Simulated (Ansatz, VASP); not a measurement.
## One calculation of WC, two programs

The input INCAR:

```
SYSTEM = WC
PREC     = Accurate       ! precision mode
ENCUT    = 520            ! plane-wave cutoff, eV
EDIFF    = 1E-6           ! SCF threshold, eV
ISMEAR   = 0              ! smearing method
SIGMA    = 0.1            ! smearing width, eV
LREAL    = .FALSE.        ! projectors in reciprocal space
LASPH    = .TRUE.         ! aspherical terms in the spheres
NELM     = 100            ! most SCF steps
ALGO     = Normal         ! electronic algorithm
ISIF     = 2              ! what is computed and relaxed
LWAVE    = .FALSE.        ! write WAVECAR
LCHARG   = .FALSE.        ! write CHGCAR
GGA      = PE             ! functional
NBANDS   = 16             ! bands
```

The input KPOINTS:

```
Automatic mesh
0
G
  12 12 12
  0 0 0
```

Contents of POSCAR:

```
WC
1.0
    2.9217712068      0.0000000000      0.0000000000
   -1.4608856034      2.5303280892      0.0000000000
    0.0000000000      0.0000000000      2.8470769659
W C
1 1
Direct
    0.0000000000      0.0000000000      0.0000000000
    0.6666666667      0.3333333333      0.5000000000
```

Input for Ansatz:

```yaml
crystal:
  lattice:
    - [2.9217712068, 0.0, 0.0]
    - [-1.4608856034, 2.5303280892, 0.0]
    - [0.0, 0.0, 2.8470769659]
  atoms:
    - { symbol: W, position: [0.0, 0.0, 0.0] }
    - { symbol: C, position: [0.6666666667, 0.3333333333, 0.5] }
basis:
  ecutwfc: 420
kpoints:
  mp_grid: { grid: [12, 12, 12] }
hamiltonian:
  xc: pbe
scf:
  occupations: { method: gaussian, width: 0.1 }
output:
  forces: true
  stress: true
  eigenvalues: true
  write_density: true
  write_potential: true
  elf: true
  volumetric_format: npy
```

Alike in both runs: task single point; functional PBE; k mesh 12 × 12 × 12; occupations gaussian, width 0.1 eV; no spin polarisation.

|  | VASP | Ansatz |
| --- | --- | --- |
| version | VASP 6.6.1 | Ansatz 0.2.0 |
| potentials or method | VASP PAW PBE potentials, release 64 (W_sv, C), cutoff 520 eV | scalar-relativistic, plane waves, PAW |
| valence electrons in the cell | 18 | 18 |

```tsv
	VASP	Ansatz	Ansatz less VASP
gap on the k mesh at the Fermi level (eV)	none	none	-
pressure (GPa)	1.1	0.1	-1.06
traceless stress, the component that is largest in VASP (GPa)	0.11	-0.09	-0.194
```

A gap of «none» marks a metal or a gap that the smearing closes.

Neither program's run includes spin-orbit coupling.
